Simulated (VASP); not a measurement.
Input of a VASP 6.6.1 run:

File INCAR:

```
SYSTEM = Ru6C
PREC = Accurate
ENCUT = 520
EDIFF = 1E-7
ISMEAR = 0
SIGMA = 0.1
LREAL = .FALSE.
LASPH = .TRUE.
NELM = 100
ALGO = Normal
ISIF = 2
LWAVE = .FALSE.
LCHARG = .FALSE.
LDIPOL = .TRUE.
IDIPOL = 3
DIPOL = 0.5 0.5 0.346
GGA = CA
NBANDS = 53
```

Contents of KPOINTS:

```
regular mesh
0
G
  10 6 1
  0 0 0
```

POSCAR

```
Ru6C
1.0
    2.6740588497      0.0000000000      0.0000000000
    0.0000000000      4.2267609849      0.0000000000
    0.0000000000      0.0000000000     20.7512332531
Ru C
6 1
Direct
    0.0000000000      0.7500000000      0.1927596279
    0.5000000000      0.2500000000      0.2299590699
    0.5000000000      0.7500000000      0.3043579540
    0.0000000000      0.2500000000      0.3397181852
    0.0000000000      0.7500000000      0.4149217975
    0.5000000000      0.2500000000      0.4458160698
    0.8333333333      0.5500000000      0.4927676955
```

Potentials or basis: VASP PAW LDA potentials, release 64 (Ru_pv, C).

The run is started by

```bash
$ cat potpaw_LDA.64/Ru_pv/POTCAR potpaw_LDA.64/C/POTCAR > POTCAR
$ mpirun -np 1 vasp_std > vasp.out
```

**Question.** Predict the band gap on the k mesh.

**Answer.** Zero (bands 44 and 45 overlap by 1.36 eV).

**Question.** Estimate the largest force.

**Answer.** 1.962 eV/Å.

Forces on the atoms (eV/Å):
```
Ru  -0.057  0.001  0.940
Ru   0.022  0.002 -0.606
Ru   0.130 -0.087 -0.656
Ru   0.069  0.090 -1.024
Ru  -0.434  0.871 -0.597
Ru  -0.612 -0.548  1.781
C    0.884 -0.328  0.162
```
